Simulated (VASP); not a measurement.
Set up this calculation in VASP 6.6.1, as the native input.

```
Task                   : single point
Functional             : r2SCAN
Potentials or basis    : VASP PAW PBE potentials, release 64 (Mo_sv, S)
Cutoff                 : 520 eV
k mesh                 : 10 × 10 × 6
Occupations            : gaussian, width 0.05 eV
Spin                   : collinear spin
Starting moments       : [3.0, 3.0, 0.0, 0.0] μB
Dipole correction      : no
Further INCAR settings : ALGO = Normal; EDIFF = 1e-06; NBANDS = 32
```

MoS:

```
CELL_PARAMETERS angstrom
3.74179 0.00000 0.00000
-1.87089 3.24048 0.00000
0.00000 0.00000 5.21063
ATOMIC_POSITIONS crystal
Mo 0.00000 0.00000 0.00000
Mo 0.00000 0.00000 0.50000
S 0.33333 0.66667 0.25000
S 0.66667 0.33333 0.75000
```

The input as run:

POSCAR

```
MoS
1.0
    3.7417874993      0.0000000000      0.0000000000
   -1.8708937497      3.2404830300      0.0000000000
    0.0000000000      0.0000000000      5.2106342672
Mo S
2 2
Direct
    0.0000000000      0.0000000000      0.0000000000
    0.0000000000      0.0000000000      0.5000000000
    0.3333333333      0.6666666667      0.2500000000
    0.6666666667      0.3333333333      0.7500000000
```

INCAR.step1

```
PREC = Accurate ; ENCUT = 520
ISMEAR = 0 ; SIGMA = 0.05
LREAL = F ; LASPH = T
NELM = 150 ; ISPIN = 2
MAGMOM = 3 3 0 0 ; LMAXMIX = 4
NBANDS = 32 ; GGA = PE
ALGO = Normal ; EDIFF = 1E-4
LWAVE = T ; LCHARG = F
```

INCAR.step2

```
PREC = Accurate ; ENCUT = 520
EDIFF = 1E-6 ; ISMEAR = 0
SIGMA = 0.05 ; LREAL = F
LASPH = T ; NELM = 150
ALGO = Normal ; ISIF = 2
LWAVE = F ; LCHARG = T
ISPIN = 2 ; MAGMOM = 3 3 0 0
LORBIT = 11 ; LMAXMIX = 4
METAGGA = R2SCAN ; LMIXTAU = T
LELF = T ; LVHAR = T
NBANDS = 32 ; ISTART = 1
```

KPOINTS

```
regular mesh
0
Gamma
  10 10 6
```

Potentials or basis: VASP PAW PBE potentials, release 64 (Mo_sv, S).

Command:

```console
$ cat potpaw_PBE.64/Mo_sv/POTCAR potpaw_PBE.64/S/POTCAR > POTCAR
$ cp INCAR.step1 INCAR
$ mpirun -np 1 vasp_std > vasp.out
$ cp INCAR.step2 INCAR
$ mpirun -np 1 vasp_std > vasp.out
```

Results of the run:

```yaml
Pressure: -0.6 GPa
Band_gap_on_the_k_mesh: zero (filled and empty bands overlap)
Net_moment: -0.01 μB per cell
Valence_electrons_inside_the_program's_atomic_spheres: Mo 12.47; S 3.73
```

Caveat: the PAW data sets were made with another functional, which shifts forces and pressure a little.

Run time: 14 min on 1 thread of Intel Xeon 8259CL, on a shared host, peak memory 0.31 GiB.
